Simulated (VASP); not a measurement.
Input of a VASP 6.6.1 run:

The input INCAR:

```
SYSTEM = NiO
  PREC = Accurate
  ENCUT = 600
  EDIFF = 1E-7
  ISMEAR = 0
  SIGMA = 0.05
  LREAL = .False.
  LASPH = .True.
  NELM = 100
  ALGO = Normal
  ISIF = 4
  LWAVE = .False.
  LCHARG = .False.
  GGA = PE
  IBRION = 2
  NSW = 60
  EDIFFG = -0.01
```

Contents of KPOINTS:

```
regular mesh
0
Gamma
  14 14 14
  0 0 0
```

POSCAR

```
NiO
1.0
    1.4506443566      0.8375299098      2.3688792790
   -1.4506443566      0.8375299098      2.3688792790
    0.0000000000     -1.6750598196      2.3688792790
Ni O
1 1
Direct
    1.0000000000      0.0000000000      0.0000000000
    0.5000000000      0.5000000000      0.5000000000
```

Potentials or basis: VASP PAW PBE potentials, release 64 (Ni, O).

Command:

```console
$ cat potpaw_PBE.64/Ni/POTCAR potpaw_PBE.64/O/POTCAR > POTCAR
$ mpirun -np 1 vasp_std > vasp.out
```

Q: Predict the band gap on the k mesh.

A: Zero (bands 8 and 9 overlap by 3.05 eV).

Final structure:
```
Ni O
1.0
     1.45064    0.83753    2.36888
    -1.45064    0.83753    2.36888
     0.00000   -1.67506    2.36888
Ni O
1 1
Cartesian
  0.0000 0.0000 0.0000
  0.0000 0.0000 3.5533
```

Caveat: the relaxation stopped at its first step, so nothing moved; the run has no spin polarisation, though such a crystal can be magnetic; semilocal functionals often make such compounds metallic where correlation or magnetic order opens a gap, which also shifts bond lengths. Spin polarisation is off, so any magnetic state and its effect on volume and gap are missing.
